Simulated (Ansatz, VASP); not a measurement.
# One calculation of AlP, two programs

Contents of INCAR:

```
SYSTEM = AlP
PREC = Accurate
ENCUT = 520
EDIFF = 1E-6
ISMEAR = 0
SIGMA = 0.05
LREAL = .False.
LASPH = .True.
NELM = 80
ALGO = Normal
ISIF = 2
LWAVE = .False.
LCHARG = .True.
LDIPOL = .True.
IDIPOL = 3
DIPOL = 0.5 0.5 0.500
GGA = PE
LELF = .True.
LVHAR = .True.
LVACPOTAV = .True.
NBANDS = 36
```

The input KPOINTS:

```
regular mesh
0
Gamma
  7 5 1
  0 0 0
```

Contents of POSCAR:

```
AlP
1.0
    3.8938964361      0.0000000000      0.0000000000
    0.0000000000      5.5068011504      0.0000000000
    0.0000000000      0.0000000000     24.7347410903
Al P
6 6
Direct
    0.5000000000      0.5000000000      0.3032172430
    0.0000000000      0.0000000000      0.3819303458
    0.5000000000      0.5000000000      0.4606434486
    0.0000000000      0.0000000000      0.5393565514
    0.5000000000      0.5000000000      0.6180696542
    0.0000000000      0.0000000000      0.6967827570
    0.0000000000      0.2500000000      0.3032172430
    0.5000000000      0.7500000000      0.3819303458
    0.0000000000      0.2500000000      0.4606434486
    0.5000000000      0.7500000000      0.5393565514
    0.0000000000      0.2500000000      0.6180696542
    0.5000000000      0.7500000000      0.6967827570
```

Input for Ansatz:

```yaml
crystal:
  lattice:
    - [3.8938964361, 0.0, 0.0]
    - [0.0, 5.5068011504, 0.0]
    - [0.0, 0.0, 24.7347410903]
  atoms:
    - { symbol: Al, position: [0.5, 0.5, 0.303217243] }
    - { symbol: P, position: [0.0, 0.25, 0.303217243] }
    - { symbol: Al, position: [0.0, 0.0, 0.3819303458] }
    - { symbol: P, position: [0.5, 0.75, 0.3819303458] }
    - { symbol: Al, position: [0.5, 0.5, 0.4606434486] }
    - { symbol: P, position: [0.0, 0.25, 0.4606434486] }
    - { symbol: Al, position: [0.0, 0.0, 0.5393565514] }
    - { symbol: P, position: [0.5, 0.75, 0.5393565514] }
    - { symbol: Al, position: [0.5, 0.5, 0.6180696542] }
    - { symbol: P, position: [0.0, 0.25, 0.6180696542] }
    - { symbol: Al, position: [0.0, 0.0, 0.696782757] }
    - { symbol: P, position: [0.5, 0.75, 0.696782757] }
basis:
  ecutwfc: 420
kpoints:
  mp_grid: { grid: [7, 5, 1] }
hamiltonian:
  xc: pbe
scf:
  occupations: { method: gaussian, width: 0.05 }
output:
  forces: true
  stress: true
  eigenvalues: true
efield:
  axis: 3
  dipole_correction: true
  ramp_width: 0.04
```

Alike in both runs: task single point; functional PBE; k mesh 7 × 5 × 1; occupations gaussian, width 0.05 eV; no spin polarisation.

|  | VASP | Ansatz |
| --- | --- | --- |
| version | VASP 6.6.1 | Ansatz 0.2.0 |
| potentials or method | VASP PAW PBE potentials, release 64 (Al, P), cutoff 520 eV | scalar-relativistic, plane waves, PAW |
| valence electrons in the cell | 48 | 48 |

```csv
,VASP,Ansatz,Ansatz less VASP
gap on the k mesh at the Fermi level (eV),1.11,1.11,-0.002
least direct gap on the mesh (eV),1.14,1.14,0.000
rms of the force components (eV/Å),0.613,0.610,-0.0028
```
